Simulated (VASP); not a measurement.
# Al2Cu (sol) (I4/mcm) in VASP: further runs

Runs on Al2Cu (sol). Level: PBEsol. Tasks: single point, relaxation of cell and atoms.

Everything below comes from runs of VASP 6.6.1. Logs are shortened: lines on timing, memory, paths and dates and some standing lists are left out, and cuts for length are marked.

### 1 The cell of the first run

It takes space group I4/mcm (No. 140, tetragonal). Conventional cell: a = 5.992 Å, b = 5.992 Å, c = 4.829 Å, α = 90.00°, β = 90.00°, γ = 90.00°. Within 3.4 Å of Al (site symmetry m2m) lie 4 Cu at 2.56 Å and 11 Al at 2.70 to 3.19 Å. Within 3.2 Å of Cu (site symmetry 422) lie 2 Cu at 2.41 Å and 8 Al at 2.56 Å.

### 2 Single point, PBEsol

INCAR reads:

```
SYSTEM = Al2Cu
PREC = Accurate
ENCUT = 520
EDIFF = 1E-6
ISMEAR = 0
SIGMA = 0.1
LREAL = .False.
LASPH = .True.
NELM = 80
ALGO = Fast
ISIF = 2
LWAVE = .False.
LCHARG = .True.
GGA = PS
LELF = .True.
LVHAR = .True.
NBANDS = 26
```

KPOINTS reads:

```
regular mesh
0
Gamma
  10 10 10
  0 0 0
```

POSCAR reads:

```
Al2Cu
1.0
   -2.9961666531      2.9961666531      2.4142997882
    2.9961666531     -2.9961666531      2.4142997882
    2.9961666531      2.9961666531     -2.4142997882
Al Cu
4 2
Direct
    0.3406588573      0.1593411427      0.5000000000
    0.1593411427      0.6593411427      0.8186822855
    0.8406588573      0.3406588573      0.1813177145
    0.6593411427      0.8406588573      0.5000000000
    0.7500000000      0.7500000000      0.0000000000
    0.2500000000      0.2500000000      0.0000000000
```

Potentials or basis: VASP PAW PBE potentials, release 64 (Al, Cu).

Started as:

```
> cat potpaw_PBE.64/Al/POTCAR potpaw_PBE.64/Cu/POTCAR > POTCAR
> mpirun -np 1 vasp_std > vasp.out
```

OUTCAR:

```text
SYSTEM = Al2Cu
   PREC = Accurate
   ENCUT = 520
   EDIFF = 1E-6
   ISMEAR = 0
   LREAL = .False.
   LASPH = .True.
   NELM = 80
   ISIF = 2
   GGA = PS

 ion  position               nearest neighbor table
   1  0.341  0.159  0.500-   5 2.56   6 2.56   6 2.56   5 2.56   4 2.70   4 2.86   4 2.86   2 3.08
                             3 3.08   2 3.08   3 3.08   2 3.19   3 3.19   3 3.19   2 3.19
   2  0.159  0.659  0.819-   5 2.56   6 2.56   5 2.56   6 2.56   3 2.70   3 2.86   3 2.86   1 3.08
                             4 3.08   4 3.08   1 3.08   1 3.19   4 3.19   1 3.19   4 3.19
   3  0.841  0.341  0.181-   5 2.56   6 2.56   5 2.56   6 2.56   2 2.70   2 2.86   2 2.86   1 3.08
                             4 3.08   4 3.08   1 3.08   1 3.19   4 3.19   4 3.19   1 3.19
   4  0.659  0.841  0.500-   6 2.56   5 2.56   5 2.56   6 2.56   1 2.70   1 2.86   1 2.86   2 3.08
                             3 3.08   2 3.08   3 3.08   2 3.19   3 3.19   2 3.19   3 3.19
   5  0.750  0.750  0.000-   6 2.41   6 2.41   2 2.56   3 2.56   2 2.56   3 2.56   4 2.56   1 2.56
                             4 2.56   1 2.56
   6  0.250  0.250  0.000-   5 2.41   5 2.41   2 2.56   3 2.56   2 2.56   3 2.56   1 2.56   1 2.56
                             4 2.56   4 2.56

  LATTYP: Found a body centered tetragonal cell.
 ALAT       =     5.9923333062
 C/A-ratio  =     0.8057962282

  Lattice vectors:

 A1 = (  -2.9961666531,   2.9961666531,   2.4142997882)
 A2 = (   2.9961666531,  -2.9961666531,   2.4142997882)
 A3 = (   2.9961666531,   2.9961666531,  -2.4142997882)

Analysis of symmetry for initial positions (statically):
=====================================================================
 Subroutine PRICEL returns:
 Original cell was already a primitive cell.

 Routine SETGRP: Setting up the symmetry group for a
 body centered tetragonal supercell.

 Subroutine GETGRP returns: Found 16 space group operations
 (whereof  8 operations were pure point group operations)
 out of a pool of 16 trial point group operations.

The static configuration has the point symmetry C_4h.
 The point group associated with its full space group is D_4h.

Analysis of symmetry for dynamics (positions and initial velocities):
=====================================================================
 Subroutine PRICEL returns:
 Original cell was already a primitive cell.

 Routine SETGRP: Setting up the symmetry group for a
 body centered tetragonal supercell.

 Subroutine GETGRP returns: Found 16 space group operations
 (whereof  8 operations were pure point group operations)
 out of a pool of 16 trial point group operations.

The dynamic configuration has the point symmetry C_4h.
 The point group associated with its full space group is D_4h.

 Subroutine INISYM returns: Found 16 space group operations
 (whereof  8 operations are pure point group operations),
 and found     1 'primitive' translations

----------------------------------------------------------------------------------------

                                     Primitive cell

  volume of cell :      86.6928

  direct lattice vectors                    reciprocal lattice vectors
    -2.996166653  2.996166653  2.414299788     0.000000000  0.166879903  0.207099384
     2.996166653 -2.996166653  2.414299788     0.166879903  0.000000000  0.207099384
     2.996166653  2.996166653 -2.414299788     0.166879903  0.166879903  0.000000000

  length of vectors
     4.876768673  4.876768673  4.876768673     0.265968150  0.265968150  0.236003822

  position of ions in fractional coordinates (direct lattice)
     0.340658857  0.159341143  0.500000000
     0.159341143  0.659341143  0.818682286
     0.840658857  0.340658857  0.181317714
     0.659341143  0.840658857  0.500000000
     0.750000000  0.750000000  0.000000000
     0.250000000  0.250000000  0.000000000

  ion indices of the primitive-cell ions
   primitive index   ion index
                 1           1
                 2           2
                 3           3
                 4           4
                 5           5
                 6           6

----------------------------------------------------------------------------------------

 KPOINTS: regular mesh

Automatic generation of k-mesh.
 Grid dimensions read from file:
 generate k-points for:   10   10   10

 Generating k-lattice:

  Cartesian coordinates                     Fractional coordinates (reciprocal lattice)
     0.000000000  0.016687990  0.020709938     0.100000000  0.000000000 -0.000000000
     0.016687990  0.000000000  0.020709938     0.000000000  0.100000000 -0.000000000
     0.016687990  0.016687990  0.000000000     0.000000000  0.000000000  0.100000000

  Length of vectors
     0.026596815  0.026596815  0.023600382

  Shift w.r.t. Gamma in fractional coordinates (k-lattice)
     0.000000000  0.000000000  0.000000000

 Subroutine IBZKPT returns following result:
 ===========================================

 Found    102 irreducible k-points:

 Following reciprocal coordinates:
            Coordinates               Weight
  0.000000  0.000000  0.000000      1.000000
  0.100000 -0.000000  0.000000      8.000000
  0.200000 -0.000000  0.000000      8.000000
  0.300000 -0.000000  0.000000      8.000000
  0.400000 -0.000000  0.000000      8.000000
  0.500000 -0.000000  0.000000      4.000000
[... 16 lines left out ...]
  0.300000  0.300000  0.000000      8.000000
  0.400000  0.300000  0.000000     16.000000
 [... further k-points ...]
   k-points           NKPTS =    102   k-points in BZ     NKDIM =    102   number of bands    NBANDS=     26
   number of dos      NEDOS =    301   number of ions     NIONS =      6
   total plane-waves  NPLWV =  46656
   dimension x,y,z NGX =    36 NGY =   36 NGZ =   36
   dimension x,y,z NGXF=    72 NGYF=   72 NGZF=   72
   ions per type =               4   2
   NGX,Y,Z   is equivalent  to a cutoff of  12.27, 12.27, 12.27 a.u.
   NGXF,Y,Z  is equivalent  to a cutoff of  24.54, 24.54, 24.54 a.u.
 SYSTEM =  Al2Cu
   PREC   = accura    normal or accurate (medium, high low for compatibility)
   ISTART =      0    job   : 0-new  1-cont  2-samecut
   ICHARG =      2    charge: 1-file 2-atom 10-const
   ISPIN  =      1    spin polarized calculation?
   LNONCOLLINEAR =      F non collinear calculations
   LSORBIT =      F    spin-orbit coupling
   LASPH  =      T    aspherical Exc in radial PAW
   ENCUT  =  520.0 eV  38.22 Ry    6.18 a.u.   9.07  9.07  9.07*2*pi/ulx,y,z
   NELM   =     80;   NELMIN=  2; NELMDL= -5     # of ELM steps
   EDIFF  = 0.1E-05   stopping-criterion for ELM
   LREAL  =      F    real-space projection
[... 7 lines left out ...]
   TEBEG  =    0.0;   TEEND  =   0.0 temperature during run
   PSTRESS=    0.0 pullay stress
   NELECT =      34.0000    total number of electrons
   NUPDOWN=      -1.0000    fix difference up-down
   EMIN   =  10.00;   EMAX   =-10.00  energy-range for DOS
   EFERMI =   0.00;   METHOD = LEGACY
   ISMEAR =     0;   SIGMA  =   0.10  broadening in eV -4-tet -1-fermi 0-gaus
   EFERMI_NEDOS =   21; number of points for ismear=-14 and -15
   IALGO  =     68    algorithm
   IMIX   =      4    mixing-type and parameters
     AMIX     =   0.40;   BMIX     =  1.00
     AMIX_MAG =   1.60;   BMIX_MAG =  1.00
  volume/ion in A,a.u.               =      14.45        97.51
  Fermi-wavevector in a.u.,A,eV,Ry     =   1.198322  2.264500 19.537625  1.435975
  Thomas-Fermi vector in A             =   2.334214
   LORBIT       =      0    0 simple, 1 ext, 2 COOP (PROOUT), +10 PAW based schemes
   GGA     = PS    functional components
   LHFCALC =     F    Hartree Fock is set to
   AEXX    =    0.0000 exact exchange contribution
   IVDW    =     0    specifies the selected vdW correction
   LEPSILON=     F    determine dielectric tensor
   LRPA    =     F    only Hartree local field effects (RPA)
 non-spin polarized calculation
 RMM-DIIS sequential band-by-band and
 Gauss-broadening in eV      SIGMA  =   0.10
  energy-cutoff  :      520.00
  volume of cell :       86.69
 maximum number of plane-waves:      2358
   NGX = 19   NGY = 19   NGZ = 19

 number of electron      34.0000009 magnetization

 Free energy of the ion-electron system (eV)
  ---------------------------------------------------
  ext. energy  EPLUGINS =         0.00000000
  ---------------------------------------------------
  free energy    TOTEN  =       -26.01845758 eV

  energy without entropy =      -26.00934442  energy(sigma->0) =      -26.01390100

 E-fermi :   8.2178     XC(G=0): -11.0788

 val. band max:        8.2037866707   @ k =  -0.2000   0.4000   0.1000
 cond. band min:       8.2210754136   @ k =  -0.1000   0.3000   0.1000
 fundamental gap:      0.0172887429
 Fermi energy:         8.2178096395

 k-point     1 :       0.0000    0.0000    0.0000
  band No.  band energies     occupation
      1      -2.7403      2.00000
      2       2.7649      2.00000
      3       2.9599      2.00000
      4       2.9599      2.00000
      5       2.9810      2.00000
      6       3.9049      2.00000
[... 18 lines left out ...]
     25      13.5917      0.00000
     26      14.2112      0.00000

 k-point     2 :       0.1000   -0.0000    0.0000
  band No.  band energies     occupation
      1      -2.6336      2.00000
      2       2.7560      2.00000
      3       2.9363      2.00000
      4       2.9554      2.00000
      5       3.0053      2.00000
      6       3.8876      2.00000
[... 18 lines left out ...]
     25      13.7101      0.00000
     26      14.4552      0.00000

 k-point     3 :       0.2000   -0.0000    0.0000
  band No.  band energies     occupation
      1      -2.3147      2.00000
      2       2.7373      2.00000
      3       2.7466      2.00000
      4       2.9399      2.00000
      5       3.0701      2.00000
      6       3.8233      2.00000
[... 572 lines left out ...]
 k-point    23 :       0.3000    0.3000    0.0000
  band No.  band energies     occupation
      1       0.2413      2.00000
      2       0.5463      2.00000
      3       0.6254      2.00000
      4       2.7355      2.00000
      5       3.5400      2.00000
      6       3.5503      2.00000
[... 18 lines left out ...]
     25      14.4510      0.00000
     26      15.5344      0.00000

 k-point    24 :       0.4000    0.3000    0.0000
  band No.  band energies     occupation
      1      -0.3407      2.00000
      2       0.4486      2.00000
      3       1.2435      2.00000
      4       2.8372      2.00000
      5       3.3545      2.00000
      6       3.5161      2.00000
[... 18 lines left out ...]
     25      15.3629      0.00000
     26      15.3925      0.00000

 [... further k-points ...]

------------------------ aborting loop because EDIFF is reached ----------------------------------------

  FORCE on cell =-STRESS in cart. coord.  units (eV):
  Direction    XX          YY          ZZ          XY          YZ          ZX
  --------------------------------------------------------------------------------------
  -------------------------------------------------------------------------------------
  Total        0.0588892      0.0588892      0.0833348      0.0000000      0.0000000      0.0000000
  in kB        1.0883354      1.0883354      1.5401168      0.0000000      0.0000000      0.0000000
  external PRESSURE =       1.2389292 kB  Pullay stress =       0.0000000 kB

 VOLUME and BASIS-vectors are now :
 -----------------------------------------------------------------------------
  energy-cutoff  :      520.00
  volume of cell :       86.69
      direct lattice vectors                 reciprocal lattice vectors
    -2.996166653  2.996166653  2.414299788     0.000000000  0.166879903  0.207099384
     2.996166653 -2.996166653  2.414299788     0.166879903  0.000000000  0.207099384
     2.996166653  2.996166653 -2.414299788     0.166879903  0.166879903  0.000000000

 POSITION                                       TOTAL-FORCE (eV/Angst)
 -----------------------------------------------------------------------------------
      0.95483      2.04134      0.00000        -0.001182      0.001182     -0.000000
      3.95099      0.95483     -0.00000        -0.001182     -0.001182     -0.000000
     -0.95483      2.04134      2.41430         0.001182      0.001182      0.000000
      2.04134      0.95483      2.41430         0.001182     -0.001182     -0.000000
      0.00000      0.00000      3.62145         0.000000     -0.000000     -0.000000
      0.00000      0.00000      1.20715         0.000000     -0.000000     -0.000000
 -----------------------------------------------------------------------------------
    total drift:                                0.000000     -0.000000      0.000000

  FREE ENERGIE OF THE ION-ELECTRON SYSTEM (eV)
  ---------------------------------------------------
  free  energy   TOTEN  =       -26.0184575769 eV

  energy  without entropy=      -26.0093444172  energy(sigma->0) =      -26.01390100
```

Run time: 2.5 min. Hardware: 1 thread of Intel Xeon 6975P-C (Granite Rapids), shared host; peak memory 0.33 GiB.

Results:

- Free energy: -26.0185 eV
- Pressure: 0.1 GPa
- Band gap on the k mesh: zero (band 17 reaches 10.84 eV, above the bottom of band 18 at 6.43 eV)

Caveat: the PAW data sets were made with another functional, which shifts forces and pressure a little.

### 3 Single point, PBEsol

INCAR reads:

```
SYSTEM = Al2Cu
ALGO = Fast ; EDIFF = 1E-6
ENCUT = 520 ; GGA = PS
ISIF = 2 ; ISMEAR = -1
LASPH = .True. ; LCHARG = .False.
LREAL = .False. ; LWAVE = .False.
NBANDS = 26 ; NELM = 100
PREC = Accurate ; SIGMA = 0.15
```

KPOINTS reads:

```
k-points
0
Gamma
  10 10 10
  0 0 0
```

POSCAR reads:

```
Al2Cu
1.0
   -2.9985498326      2.9985498326      2.4124634378
    2.9985498326     -2.9985498326      2.4124634378
    2.9985498326      2.9985498326     -2.4124634378
Al Cu
4 2
Direct
    0.3407795398      0.1592204602      0.5000000000
    0.1592204602      0.6592204602      0.8184409204
    0.8407795398      0.3407795398      0.1815590796
    0.6592204602      0.8407795398      0.5000000000
    0.7500000000      0.7500000000      0.0000000000
    0.2500000000      0.2500000000      0.0000000000
```

Potentials or basis: VASP PAW PBE potentials, release 64 (Al, Cu).

Started as:

```
> cat potpaw_PBE.64/Al/POTCAR potpaw_PBE.64/Cu/POTCAR > POTCAR
> mpirun -np 1 vasp_std > vasp.out
```

It took 2.2 min on 1 thread of Intel Xeon 6975P-C (Granite Rapids), shared host; peak memory 0.33 GiB.

It converged, with:

```
Free energy            : -26.0833 eV
Pressure               : -0.1 GPa
Band gap on the k mesh : zero (band 17 reaches 10.84 eV, above the bottom of band 18 at 6.41 eV)
```

Forces on the atoms (eV/Å):
```
Al  -0.002  0.002  0.000
Al  -0.002 -0.002  0.000
Al   0.002  0.002  0.000
Al   0.002 -0.002  0.000
Cu   0.000  0.000  0.000
Cu   0.000  0.000  0.000
```

Levels at points of the mesh, in eV from the Fermi level:
| k point | band 15 | band 16 | band 17 | band 18 | band 19 | band 20 |
| --- | --- | --- | --- | --- | --- | --- |
| (0.00, 0.00, 0.00) | -1.45 | -1.27 | -1.27 | -0.87 | -0.25 | 0.05 |
| (0.50, 0.00, 0.00) | -2.67 | -2.67 | 0.21 | 0.21 | 4.09 | 4.09 |
| (0.50, 0.50, 0.00) | -1.54 | -1.33 | -0.92 | -0.70 | 0.79 | 1.25 |
| (0.50, 0.50, 0.50) | -3.32 | -1.87 | 2.60 | 2.94 | 2.94 | 3.35 |

Caveat: the PAW data sets were made with another functional, which shifts forces and pressure a little.

### 4 Relaxation of cell and atoms, PBEsol

INCAR reads:

```
PREC = Accurate ; ENCUT = 600
EDIFF = 1E-7 ; ISMEAR = -1
SIGMA = 0.15 ; LREAL = F
LASPH = T ; NELM = 100
ALGO = Fast ; ISIF = 3
LWAVE = F ; LCHARG = F
GGA = PS ; IBRION = 2
NSW = 80 ; EDIFFG = -0.001
```

KPOINTS reads:

```
regular mesh
0
Gamma
  10 10 10
```

POSCAR reads:

```
Al2Cu
1.0
   -2.9961666531      2.9961666531      2.4142997882
    2.9961666531     -2.9961666531      2.4142997882
    2.9961666531      2.9961666531     -2.4142997882
Al Cu
4 2
Direct
    0.3406588573      0.1593411427      0.5000000000
    0.1593411427      0.6593411427      0.8186822855
    0.8406588573      0.3406588573      0.1813177145
    0.6593411427      0.8406588573      0.5000000000
    0.7500000000      0.7500000000      0.0000000000
    0.2500000000      0.2500000000      0.0000000000
```

Started as:

```
> cat potpaw_PBE.64/Al/POTCAR potpaw_PBE.64/Cu/POTCAR > POTCAR
> mpirun -np 1 vasp_std > vasp.out
```

Wall time 15 min (1 thread of Intel Xeon 6975P-C (Granite Rapids), shared host); peak memory 0.41 GiB.

Results (log left out):

| Quantity | Value |
| --- | --- |
| Free energy | -26.0840 eV |
| Relaxed volume | 14.50 Å³/atom |
| Relaxed cell | a = 4.883 Å, b = 4.883 Å, c = 4.883 Å, α = 104.16°, β = 104.16°, γ = 120.71° |
| Space group after relaxing (to 0.05 Å) | I4/mcm (No. 140) |
| Energy gained by relaxing | 0.1 meV/atom |
| Ionic steps | 14 |
| Pressure after relaxing | 0.0 GPa |
| Band gap on the k mesh | zero (band 17 reaches 10.80 eV, above the bottom of band 18 at 6.39 eV) |

Step by step:
```tsv
step	energy change (eV)	largest force (eV/Å)	pressure (GPa)	volume (Å³)
1	0.0000	0.0070	0.39	86.69
2	-0.0003	0.0021	-0.16	87.13
3	-0.0004	0.0035	0.03	87.00
4	-0.0004	0.0032	-0.03	87.02
5	-0.0004	0.0033	-0.02	87.01
6	-0.0004	0.0034	-0.01	87.01
7	-0.0004	0.0032	-0.01	87.00
8	-0.0004	0.0031	-0.01	87.00
9	-0.0004	0.0029	-0.01	87.00
10	-0.0004	0.0031	0.00	87.00
11	-0.0004	0.0030	-0.02	87.00
12	-0.0004	0.0015	0.03	86.97
13	-0.0004	0.0020	0.01	86.98
14	-0.0004	0.0006	0.01	86.99
```

Final structure:
```cif
data_structure
_symmetry_space_group_name_H-M 'P 1'
_symmetry_Int_Tables_number 1
_cell_length_a 4.8828
_cell_length_b 4.8828
_cell_length_c 4.8828
_cell_angle_alpha 104.161
_cell_angle_beta 104.161
_cell_angle_gamma 120.712
_cell_volume 86.99
loop_
_atom_site_label
_atom_site_type_symbol
_atom_site_fract_x
_atom_site_fract_y
_atom_site_fract_z
_atom_site_occupancy
Al1 Al 0.34076 0.15924 0.50000 1
Al2 Al 0.15924 0.65924 0.81847 1
Al3 Al 0.84076 0.34076 0.18153 1
Al4 Al 0.65924 0.84076 0.50000 1
Cu1 Cu 0.75000 0.75000 0.00000 1
Cu2 Cu 0.25000 0.25000 0.00000 1
```

Levels at points of the mesh, in eV from the Fermi level:
```
           k point  band 14  band 15  band 16  band 17  band 18  band 19  band 20  band 21
(0.00, 0.00, 0.00)    -2.00    -1.44    -1.27    -1.27    -0.87    -0.26     0.05     1.50
(0.50, 0.00, 0.00)    -3.16    -2.67    -2.67     0.21     0.21     4.08     4.08     4.34
(0.50, 0.50, 0.00)    -2.88    -1.53    -1.33    -0.93    -0.71     0.79     1.25     4.66
(0.50, 0.50, 0.50)    -3.32    -3.32    -1.87     2.60     2.94     2.94     3.35     4.15
```

Caveat: the PAW data sets were made with another functional, which shifts forces and pressure a little.

### 5 Summary

```tsv
task	cell	cutoff (eV)	smearing	gap on the mesh (eV)	pressure (GPa)
single point	a = 4.877 Å, angles 104.2, 104.2, 120.7°, 6 atoms	520	gaussian 0.1 eV	none	0.1
single point	a = 4.879 Å, angles 104.2, 104.2, 120.7°, 6 atoms	520	fermi-dirac 0.15 eV	none	-0.1
relaxation of cell and atoms	relaxed from a = 4.877 Å, angles 104.2, 104.2, 120.7°, 6 atoms	600	fermi-dirac 0.15 eV	none	0.0
```

Alike in all rows: level PBEsol; potentials or basis VASP PAW PBE potentials, release 64 (Al, Cu); no spin polarisation; k mesh 10 × 10 × 10.

Caveats: the PAW data sets were made with another functional, which shifts forces and pressure a little.

Total energies depend on the potentials used, so only differences within one code and one set of settings carry meaning.
